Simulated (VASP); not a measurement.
LuBe3:

```
CELL_PARAMETERS angstrom
3.84082 0.00000 0.00000
0.00000 3.84082 0.00000
0.00000 0.00000 3.84082
ATOMIC_POSITIONS crystal
Lu 0.00000 0.00000 0.00000
Be 0.00000 0.50000 0.50000
Be 0.50000 0.00000 0.50000
Be 0.50000 0.50000 0.00000
```

The cell was generated, and may not be a known phase.

```yaml
Program: VASP 6.6.1
Task: relaxation of cell and atoms
Functional: PBE
Potentials_or_basis: VASP PAW PBE potentials, release 64 (Lu, Be)
Cutoff: 600 eV
k_mesh: 12 × 12 × 12
Occupations: gaussian, width 0.1 eV
Spin: no spin polarisation
```

At the start: pressure -0.2 GPa; volume 14.16 Å³/atom.

Question: How do energy, volume and symmetry change on relaxing?

Answer: Over 15 steps the energy falls by 13.1 meV/atom and the volume is 14.18 Å³/atom (+0.1 %); space group Pm-3m (No. 221, to 0.1 Å) before and after.

Step by step:
| step | energy change (eV) | largest force (eV/Å) | pressure (GPa) | volume (Å³) |
| --- | --- | --- | --- | --- |
| 1 | 0.0000 | 0.0000 | -0.17 | 56.66 |
| 2 | 0.0395 | 0.0000 | -3.59 | 56.54 |
| 3 | 0.0359 | 0.0000 | 0.40 | 56.18 |
| 4 | -0.0512 | 0.0000 | 0.80 | 56.21 |
| 5 | -0.0519 | 0.0000 | 0.58 | 56.37 |
| 6 | -0.0521 | 0.0000 | 0.60 | 56.46 |
| 7 | -0.0522 | 0.0000 | 0.43 | 56.50 |
| 8 | -0.0523 | 0.0000 | 0.43 | 56.52 |
| 9 | -0.0523 | 0.0000 | 0.34 | 56.53 |
| 10 | -0.0523 | 0.0000 | 0.34 | 56.53 |
| 11 | -0.0523 | 0.0000 | 0.30 | 56.54 |
| 12 | -0.0524 | 0.0000 | 0.22 | 56.60 |
| 13 | -0.0189 | 0.0000 | -0.96 | 56.79 |
| 14 | -0.0524 | 0.0000 | 0.19 | 56.64 |
| 15 | -0.0525 | 0.0000 | 0.07 | 56.72 |

Final structure:
```
CELL_PARAMETERS angstrom
3.84208 0.00000 0.00000
0.00000 3.84208 0.00000
0.00000 0.00000 3.84208
ATOMIC_POSITIONS crystal
Lu 0.00000 0.00000 0.00000
Be 0.00000 0.50000 0.50000
Be 0.50000 0.00000 0.50000
Be 0.50000 0.50000 0.00000
```
